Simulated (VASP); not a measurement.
Input of a VASP 6.6.1 run:

File INCAR:

```
SYSTEM = HgTe
  PREC = Accurate
  ENCUT = 520
  EDIFF = 1E-6
  ISMEAR = -1
  SIGMA = 0.05
  LREAL = .FALSE.
  LASPH = .TRUE.
  NELM = 60
  ALGO = Normal
  ISIF = 2
  LWAVE = .FALSE.
  LCHARG = .FALSE.
  GGA = PS
  NBANDS = 16
```

File KPOINTS:

```
Automatic mesh
0
G
  9 9 9
  0 0 0
```

Contents of POSCAR:

```
HgTe
1.0
   -0.0322350000      3.2073825000      3.2073825000
    3.2073825000     -0.0322350000      3.2073825000
    3.2073825000      3.2073825000     -0.0322350000
Hg Te
1 1
Direct
    0.0000000000      0.0000000000      0.0000000000
    0.7500000000      0.7500000000      0.7500000000
```

Potentials or basis: VASP PAW PBE potentials, release 64 (Hg, Te).

The run is started by

```bash
$ cat potpaw_PBE.64/Hg/POTCAR potpaw_PBE.64/Te/POTCAR > POTCAR
$ mpirun -np 1 vasp_std > vasp.out
```

(1) Predict the pressure.

(2) Estimate the largest force.

Answers

(1) 1.5 GPa.

(2) 0.112 eV/Å.

Caveat: the cell differs from its parent crystal (equal xy, yz and zx shear strains of -1 %); the PAW data sets were made with another functional, which shifts forces and pressure a little.
